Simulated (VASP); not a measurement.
Write the native input for VASP 6.6.1 that does the following.

| Quantity | Value |
| --- | --- |
| Task | single point |
| Functional | r2SCAN |
| Potentials or basis | VASP PAW PBE potentials, release 64 (Mo_sv) |
| Cutoff | 520 eV |
| k mesh | 18 × 18 × 18 |
| Occupations | gaussian, width 0.1 eV |
| Spin | no spin polarisation |
| Dipole correction | no |
| Further INCAR settings | ALGO = Normal; EDIFF = 1e-06; NBANDS = 13 |

Crystal: Mo.

```
Mo
1.0
    -1.57522    1.57522    1.57522
     1.57522   -1.57522    1.57522
     1.57522    1.57522   -1.57522
Mo
1
Direct
  0.00000 0.00000 0.00000
```

These files were run (other wordings do the same):

POSCAR

```
Mo
1.0
   -1.5752151461      1.5752151461      1.5752151461
    1.5752151461     -1.5752151461      1.5752151461
    1.5752151461      1.5752151461     -1.5752151461
Mo
1
Direct
    0.0000000000      0.0000000000      0.0000000000
```

INCAR.step1

```
SYSTEM = Mo
ALGO = Normal
EDIFF = 1E-4
ENCUT = 520
GGA = PE
ISMEAR = 0
LASPH = .TRUE.
LCHARG = .FALSE.
LREAL = .FALSE.
LWAVE = .TRUE.
NBANDS = 13
NELM = 100
PREC = Accurate
SIGMA = 0.1
```

INCAR.step2

```
SYSTEM = Mo
ALGO = Normal
EDIFF = 1E-6
ENCUT = 520
ISIF = 2
ISMEAR = 0
ISTART = 1
LASPH = .TRUE.
LCHARG = .TRUE.
LELF = .TRUE.
LMIXTAU = .TRUE.
LREAL = .FALSE.
LVHAR = .TRUE.
LWAVE = .FALSE.
METAGGA = R2SCAN
NBANDS = 13
NELM = 100
PREC = Accurate
SIGMA = 0.1
```

KPOINTS

```
k-points
0
G
  18 18 18
  0 0 0
```

Potentials or basis: VASP PAW PBE potentials, release 64 (Mo_sv).

Launch:

```console
$ cat potpaw_PBE.64/Mo_sv/POTCAR > POTCAR
$ cp INCAR.step1 INCAR
$ mpirun -np 1 vasp_std > vasp.out
$ cp INCAR.step2 INCAR
$ mpirun -np 1 vasp_std > vasp.out
```

It gave:

| Quantity | Value |
| --- | --- |
| Pressure | 1.1 GPa |
| Band gap on the k mesh | zero (band 7 reaches 16.69 eV, above the bottom of band 8 at 11.12 eV) |

Caveat: the PAW data sets were made with another functional, which shifts forces and pressure a little.

Run time: 2.1 min on 1 thread of Intel(R) Xeon(R) Platinum 8375C CPU @ 2.90GHz (Ice Lake), with other jobs on the host, peak memory 0.15 GiB.
